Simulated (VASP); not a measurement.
# C: single point with r2SCAN

C:

```
C
1.0
     5.94761    0.00000    0.00000
    -2.97381    5.15078    0.00000
     0.00000    0.00000    1.27624
C
3
Direct
  0.00000 0.00000 0.00000
  0.33333 0.66667 0.50000
  0.66667 0.33333 0.50000
```

- Program: VASP 6.6.1
- Task: single point
- Functional: r2SCAN
- Potentials or basis: VASP PAW PBE potentials, release 64 (C)
- Cutoff: 520 eV
- k mesh: 11 × 11 × 15
- Occupations: fermi-dirac, width 0.1 eV
- Spin: no spin polarisation

```json
{
 "Pressure": "0.0 GPa",
 "Band gap on the k mesh": "zero (bands 6 and 7 overlap by 15.77 eV)"
}
```

Stress tensor (GPa, compression positive):
```
-0.06  0.00  0.00
 0.00 -0.06  0.00
 0.00  0.00  0.05
```

Levels at points of the mesh, in eV from the Fermi level:
| k point | band 3 | band 4 | band 5 | band 6 | band 7 | band 8 | band 9 | band 10 | band 11 | band 12 |
| --- | --- | --- | --- | --- | --- | --- | --- | --- | --- | --- |
| (0.00, 0.00, 0.00) | -17.46 | -6.35 | -6.35 | -6.35 | -6.35 | -4.90 | -4.90 | 5.39 | 10.12 | 10.12 |

Wall time 2.9 min on 1 thread of Intel(R) Xeon(R) Platinum 8259CL CPU @ 2.50GHz (Skylake/Cascade Lake) (shared host), peak memory 0.19 GiB.

Caveat: the PAW data sets were made with another functional, which shifts forces and pressure a little.
